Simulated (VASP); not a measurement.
# Al13Si3C3N13 (P1) in VASP: a series of runs, part 2 of 2

VASP 6.6.1.

**3. Single point, r2SCAN**

File POSCAR:

```
Al13Si3C3N13
1.0
    9.3505440000      0.0000000000      0.0000000000
    0.0000000000     10.7813610000      0.0000000000
    0.0000000000      0.0000000000      9.9768840000
Al Si N C
39 9 39 9
Direct
    0.1694000000      0.0787910000      0.2440610000
    0.9991620000      0.3326490000      0.2494630000
    0.0002390000      0.3305510000      0.7514030000
    0.4983760000      0.0840210000      0.2469480000
    0.5017830000      0.0827360000      0.7459030000
    0.3342680000      0.3344460000      0.2533170000
    0.3293590000      0.3317930000      0.7436200000
    0.1651140000      0.5847730000      0.2492420000
    0.1659100000      0.5822400000      0.7515730000
    0.9968570000      0.8366450000      0.7445200000
    0.8333930000      0.0819390000      0.2487380000
    0.8304960000      0.0853590000      0.7482720000
    0.6695420000      0.3325640000      0.7440090000
    0.5022030000      0.5830100000      0.2479160000
    0.3322850000      0.8337270000      0.2532620000
    0.3360660000      0.8336270000      0.7333740000
    0.8328470000      0.5846150000      0.2546130000
    0.8354550000      0.5819090000      0.7512970000
    0.6668370000      0.8324500000      0.2527190000
    0.6641070000      0.8355070000      0.7502710000
    0.9998040000      0.1641550000      0.4961260000
    0.3350670000      0.1643750000      0.4955900000
    0.3359940000      0.1672800000      0.0001720000
    0.1639890000      0.4164770000      0.5009070000
    0.1692190000      0.4149800000      0.0007390000
    0.0019940000      0.6696070000      0.4997400000
    0.9987370000      0.6715720000      0.0005150000
    0.6646570000      0.1695780000      0.4922920000
    0.4999320000      0.4121410000      0.9972650000
    0.3293190000      0.6624730000      0.4991530000
    0.1653370000      0.9130850000      0.9961910000
    0.8360970000      0.4179110000      0.5000400000
    0.8314640000      0.4147180000      0.0021270000
    0.6666120000      0.6650630000      0.4995760000
    0.6699170000      0.6690050000      0.0019120000
    0.5010850000      0.9164330000      0.4926620000
    0.5022960000      0.9166560000      0.0019970000
    0.8302680000      0.9191010000      0.5003750000
    0.8343100000      0.9166130000      0.9995850000
    0.1646760000      0.0857010000      0.7490100000
    0.0020390000      0.8356270000      0.2531720000
    0.6664440000      0.3365190000      0.2518110000
    0.4986140000      0.5835770000      0.7497200000
    0.0012580000      0.1664700000      0.0013220000
    0.6637610000      0.1700040000      0.0025240000
    0.4989080000      0.4190560000      0.4959290000
    0.3315010000      0.6682250000      0.9968310000
    0.1656480000      0.9178460000      0.4928270000
    0.0009760000      0.1680070000      0.1801360000
    0.0061450000      0.1628760000      0.6887290000
    0.3287450000      0.1721610000      0.1911270000
    0.3222370000      0.1609960000      0.6894050000
    0.1635840000      0.4187440000      0.1885890000
    0.1616320000      0.4174840000      0.6955850000
    0.9966040000      0.6726620000      0.1925490000
    0.0017830000      0.6672290000      0.6929290000
    0.6682550000      0.1696110000      0.6840460000
    0.5092370000      0.4168450000      0.1858830000
    0.5015320000      0.4274690000      0.6883100000
    0.3352220000      0.6579820000      0.1739910000
    0.3415540000      0.6557160000      0.6940080000
    0.1638580000      0.9285700000      0.6830350000
    0.8278000000      0.4171980000      0.1928510000
    0.8370550000      0.4161860000      0.6929410000
    0.6685430000      0.6629000000      0.1906570000
    0.6564870000      0.6594460000      0.6959050000
    0.5028180000      0.9166840000      0.6874940000
    0.8415300000      0.9101790000      0.1912210000
    0.8295000000      0.9194740000      0.6928820000
    0.1656570000      0.0785230000      0.4402410000
    0.9997990000      0.3308850000      0.4394240000
    0.9981380000      0.3264800000      0.9452800000
    0.5011090000      0.0834840000      0.4421750000
    0.3337520000      0.3379110000      0.9350940000
    0.1633550000      0.5809130000      0.4394480000
    0.1733590000      0.5876570000      0.9440980000
    0.9965190000      0.8324760000      0.9322310000
    0.8329330000      0.0850800000      0.4390530000
    0.8347020000      0.0955260000      0.9447330000
    0.6682430000      0.3302970000      0.9359880000
    0.4987480000      0.5786740000      0.4411910000
    0.4926120000      0.5860370000      0.9320720000
    0.3324730000      0.8191200000      0.9294620000
    0.8355390000      0.5849670000      0.4447200000
    0.8348200000      0.5803910000      0.9418140000
    0.6694980000      0.8290560000      0.4453550000
    0.6711290000      0.8303870000      0.9377270000
    0.6707580000      0.1798430000      0.1856630000
    0.1576830000      0.9085040000      0.1873060000
    0.5013710000      0.9133910000      0.1930750000
    0.1568720000      0.0873770000      0.9311590000
    0.5111830000      0.0885210000      0.9377240000
    0.3389200000      0.3390550000      0.4496320000
    0.0020690000      0.8393910000      0.4391760000
    0.6609580000      0.3443050000      0.4365730000
    0.3249660000      0.8324820000      0.4539990000
```

File INCAR.step1:

```
ALGO     = Normal         # electronic algorithm
EDIFF    = 1E-4           # SCF threshold, eV
ENCUT    = 520            # plane-wave cutoff, eV
GGA      = PE             # functional
ISMEAR   = -1             # smearing method
ISYM     = 0            
LASPH    = T              # aspherical terms in the spheres
LCHARG   = F              # write CHGCAR
LREAL    = Auto         
LWAVE    = T              # write WAVECAR
NBANDS   = 246            # bands
NELM     = 80             # most SCF steps
PREC     = Accurate       # precision mode
SIGMA    = 0.05           # smearing width, eV
```

File INCAR.step2:

```
ALGO     = Normal         # electronic algorithm
EDIFF    = 1E-6           # SCF threshold, eV
ENCUT    = 520            # plane-wave cutoff, eV
ISIF     = 2              # what is computed and relaxed
ISMEAR   = -1             # smearing method
ISTART   = 1            
ISYM     = 0            
LASPH    = T              # aspherical terms in the spheres
LCHARG   = T              # write CHGCAR
LELF     = T              # ELF
LMIXTAU  = T            
LREAL    = Auto         
LVHAR    = T            
LWAVE    = F              # write WAVECAR
METAGGA  = R2SCAN         # meta-GGA
NBANDS   = 246            # bands
NELM     = 80             # most SCF steps
PREC     = Accurate       # precision mode
SIGMA    = 0.05           # smearing width, eV
```

File KPOINTS:

```
Automatic mesh
0
Gamma
  1 1 1
  0.25 0.25 0.25
```

Potentials or basis: VASP PAW PBE potentials, release 64 (Al, Si, N, C).

The run is started by

```console
> cat potpaw_PBE.64/Al/POTCAR potpaw_PBE.64/Si/POTCAR potpaw_PBE.64/N/POTCAR potpaw_PBE.64/C/POTCAR > POTCAR
> cp INCAR.step1 INCAR
> mpirun -np 1 vasp_std > vasp.out
> cp INCAR.step2 INCAR
> mpirun -np 1 vasp_std > vasp.out
```

It took 2.9 h on 1 thread of Oxide Virtual Turin-like, shared host; peak memory 1.4 GiB.

Results (log left out):

* Free energy: -914.1653 eV
* Pressure: -1.4 GPa
* Largest force: 0.129 eV/Å
* Band gap on the k mesh: 3.74 eV

Forces in eV/Å, atoms in the order of the input:
```
Al   0.014  0.000  0.010
Al   0.028  0.009  0.008
Al   0.010  0.040 -0.021
Al  -0.005 -0.045  0.017
Al   0.023 -0.025  0.039
Al  -0.021 -0.052  0.017
Al  -0.051  0.018  0.037
Al  -0.002 -0.042 -0.002
Al   0.003 -0.017  0.001
Al  -0.026 -0.008  0.053
Al  -0.006  0.038  0.014
Al  -0.015 -0.006 -0.047
Al   0.036 -0.023  0.013
Al   0.018 -0.017 -0.035
Al   0.022  0.092 -0.012
Al   0.058  0.014  0.016
Al  -0.027  0.018  0.002
Al   0.012 -0.038  0.030
Al  -0.061  0.022 -0.003
Al  -0.010  0.045  0.021
Al  -0.010  0.002  0.001
Al   0.020  0.003  0.019
Al   0.027  0.002  0.011
Al   0.026  0.000  0.011
Al   0.034 -0.018  0.031
Al  -0.012 -0.030  0.011
Al  -0.015  0.014  0.002
Al  -0.024 -0.040  0.034
Al  -0.019 -0.034  0.017
Al  -0.009  0.036 -0.004
Al  -0.052 -0.004  0.039
Al  -0.001  0.010  0.016
Al  -0.008  0.001  0.007
Al   0.017  0.019  0.000
Al   0.039  0.034  0.022
Al  -0.012  0.026  0.031
Al   0.051  0.028  0.070
Al  -0.013  0.007  0.005
Al   0.003 -0.072 -0.004
Si   0.004  0.014  0.036
Si   0.092  0.085 -0.029
Si  -0.007 -0.065  0.012
Si  -0.019  0.026 -0.033
Si   0.016  0.004  0.026
Si  -0.105 -0.027  0.033
Si  -0.049 -0.054 -0.071
Si  -0.050  0.024  0.040
Si   0.039 -0.040 -0.023
N   -0.017  0.017 -0.014
N   -0.012  0.019 -0.005
N    0.003  0.003 -0.022
N   -0.004  0.020 -0.009
N   -0.011  0.005 -0.030
N    0.001 -0.001 -0.001
N   -0.004 -0.067 -0.031
N    0.001  0.009 -0.019
N    0.010  0.020  0.006
N   -0.024  0.051 -0.029
N    0.021  0.018  0.056
N   -0.009 -0.012  0.001
N    0.009 -0.005 -0.022
N   -0.011 -0.022  0.046
N    0.029  0.026 -0.033
N   -0.009  0.002  0.000
N    0.006 -0.015 -0.008
N   -0.013 -0.012 -0.013
N   -0.004 -0.020  0.020
N   -0.023  0.019 -0.018
N    0.016 -0.016 -0.016
N   -0.011  0.007  0.003
N   -0.002  0.009 -0.018
N   -0.016  0.021 -0.022
N   -0.007  0.019  0.008
N    0.011  0.028  0.019
N    0.008  0.015  0.000
N    0.014  0.000 -0.035
N    0.005 -0.014 -0.001
N    0.025 -0.019 -0.017
N    0.045 -0.051 -0.040
N    0.009  0.068 -0.007
N    0.002  0.018 -0.020
N    0.022 -0.019 -0.031
N   -0.022 -0.033  0.057
N   -0.008  0.000 -0.030
N   -0.007  0.003 -0.016
N    0.004  0.006 -0.014
N    0.007 -0.025 -0.022
C    0.020  0.017 -0.007
C   -0.026 -0.026  0.003
C    0.011 -0.030 -0.025
C    0.000  0.003 -0.031
C    0.000  0.028 -0.010
C    0.017  0.023 -0.029
C    0.019 -0.024  0.010
C    0.003 -0.025 -0.006
C   -0.042 -0.016 -0.042
```

Stress tensor (GPa, compression positive):
```
-1.53  0.10  0.14
 0.10 -1.47 -0.02
 0.14 -0.02 -1.20
```

Levels at points of the mesh, in eV from the valence-band top:
```csv
k point,band 190,band 191,band 192,band 193,band 194,band 195
"(0.25, 0.25, 0.25)",-0.47,-0.28,0.00,3.74,3.90,3.94
```

Caveat: the PAW data sets were made with another functional, which shifts forces and pressure a little; a shifted mesh leaves out Γ, where band edges can lie. A k mesh can miss the band edges.
